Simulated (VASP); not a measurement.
AlNi2, 6 atoms in the cell. It takes space group P-3m1 (No. 164, trigonal). Conventional cell: a = 3.974 Å, b = 3.974 Å, c = 4.904 Å, α = 90.00°, β = 90.00°, γ = 120.00°. Within 3.1 Å of Al (site symmetry 3m) lie 11 Ni at 2.37 to 2.75 Å and 3 Al at 2.96 Å. Ni (site symmetry 3m) has 5 Al at 2.37 to 2.48 Å and 9 Ni at 2.47 to 2.93 Å within 3.1 Å. Ni (site symmetry -3m) has 8 Ni at 2.45 to 2.47 Å and 6 Al at 2.75 Å within 3.2 Å. Within 3.2 Å of Ni (site symmetry -3m) lie 8 Ni at 2.45 to 2.77 Å and 6 Al at 2.48 Å. 

- Program: VASP 6.6.1
- Task: single point
- Functional: PBEsol
- Potentials or basis: VASP PAW PBE potentials, release 64 (Al, Ni)
- Cutoff: 520 eV
- k mesh: 12 × 12 × 8
- Occupations: methfessel-paxton, width 0.05 eV
- Spin: no spin polarisation
- Dipole correction: no
- Further INCAR settings: ALGO = Fast; EDIFF = 1e-06; NBANDS = 32

Potentials or basis: VASP PAW PBE potentials, release 64 (Al, Ni).

Run with:

```bash
$ cat potpaw_PBE.64/Al/POTCAR potpaw_PBE.64/Ni/POTCAR > POTCAR
$ mpirun -np 1 vasp_std > vasp.out
```

Hardware: 1 thread of Intel(R) Xeon(R) 6975P-C (Granite Rapids), on a shared host.

Q: How long does it take, and how much memory?

A: Wall time 2.4 min on 1 thread of Intel(R) Xeon(R) 6975P-C (Granite Rapids) (shared host), peak memory 0.33 GiB. Counts: scf iterations 18, k points 131.
